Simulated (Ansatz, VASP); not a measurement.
# Pt in VASP and in Ansatz

The input INCAR:

```
PREC = Accurate ; ENCUT = 520
EDIFF = 1E-7 ; ISMEAR = -1
SIGMA = 0.1 ; LREAL = F
LASPH = T ; NELM = 100
ALGO = Normal ; ISIF = 2
LWAVE = F ; LCHARG = T
GGA = CA ; LELF = T
LVHAR = T ; NBANDS = 17
```

Contents of KPOINTS:

```
regular mesh
0
Gamma
  11 11 11
```

The input POSCAR:

```
Pt
1.0
    0.0000000000      2.7864523240      2.7864523240
    2.7864523240      0.0000000000      2.7864523240
    2.7864523240      2.7864523240      0.0000000000
Pt
2
Direct
    0.1250000000      0.1250000000      0.1250000000
    0.8750000000      0.8750000000      0.8750000000
```

Input for Ansatz:

```yaml
crystal:
  lattice:
    - [0.0, 2.786452324, 2.786452324]
    - [2.786452324, 0.0, 2.786452324]
    - [2.786452324, 2.786452324, 0.0]
  atoms:
    - { symbol: Pt, position: [0.125, 0.125, 0.125] }
    - { symbol: Pt, position: [0.875, 0.875, 0.875] }
hamiltonian:
  xc: lda
  pseudopotentials:
    kind: paw
    azcp:
      Pt: "pseudopotentials/Pt.paw.azcp"
basis:
  ecutwfc: 420
  fft_grid_basis: typed
kpoints:
  mp_grid: { grid: [11, 11, 11], shift: [0, 0, 0] }
magnetization:
  spin_polarized: false
scf:
  occupations: { method: fermi_dirac, width: 0.1 }
  lower_state_search: "off"
output:
  stress: true
```

Alike in both runs: task single point; functional LDA; k mesh 11 × 11 × 11; occupations fermi-dirac, width 0.1 eV; no spin polarisation.

|  | VASP | Ansatz |
| --- | --- | --- |
| version | VASP 6.6.1 | Ansatz 0.2.0 |
| potentials or method | VASP PAW LDA potentials, release 64 (Pt), cutoff 520 eV | plane waves (420 eV) with PAW, scalar-relativistic |
| valence electrons in the cell | 20 | 36 |

Ansatz gave:

| Item | Value |
| --- | --- |
| pressure (GPa) | 6.6 |

**Question.** Estimate VASP's values.

**Answer.** Pressure (GPa): 6.5.

Ansatz warns that its potentials were made for another functional, while VASP's fit it. LDA's correlation is that of Perdew and Zunger in VASP and of Perdew and Wang (1992) in Ansatz. VASP's potentials hold 20 valence electrons a cell and Ansatz's 36, so a difference there can come from the potentials and not from the codes.

Spin-orbit coupling is off throughout.
